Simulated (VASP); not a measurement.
**Ta: single point with PBEsol**

Ta:

```
CELL_PARAMETERS angstrom
2.89763 0.00000 0.00000
-1.44882 2.50942 0.00000
0.00000 0.00000 9.99751
ATOMIC_POSITIONS crystal
Ta 0.00000 0.00000 0.00000
Ta 0.00000 0.00000 0.50000
Ta 0.33333 0.66667 0.25000
Ta 0.66667 0.33333 0.75000
```

```json
{
 "Program": "VASP 6.6.1",
 "Task": "single point",
 "Functional": "PBEsol",
 "Potentials or basis": "VASP PAW PBE potentials, release 64 (Ta_pv)",
 "Cutoff": "520 eV",
 "k mesh": "16 × 16 × 5",
 "Occupations": "fermi-dirac, width 0.1 eV",
 "Spin": "no spin polarisation",
 "Dipole correction": "no",
 "Further INCAR settings": "ALGO = Normal; EDIFF = 1e-07; NBANDS = 30"
}
```

```yaml
Pressure: 0.1 GPa
Band_gap_on_the_k_mesh: zero (band 22 reaches 6.18 eV, above the bottom of band 23 at 5.14 eV)
```

Levels at points of the mesh, in eV from the Fermi level:
```
           k point  band 19  band 20  band 21  band 22  band 23  band 24  band 25  band 26
(0.00, 0.00, 0.00)    -0.24     0.29     0.40     0.40     0.50     0.50     0.90     0.90
(0.50, 0.00, 0.00)    -2.22    -1.12    -0.42     0.53     0.61     1.68     2.46     2.51
```

It took 2.9 min on 1 thread of Intel Xeon 6975P-C, with other jobs on the host, peak memory 0.29 GiB.

Caveat: the PAW data sets were made with another functional, which shifts forces and pressure a little; spin-orbit coupling is left out, which moves the levels of the heavy elements.
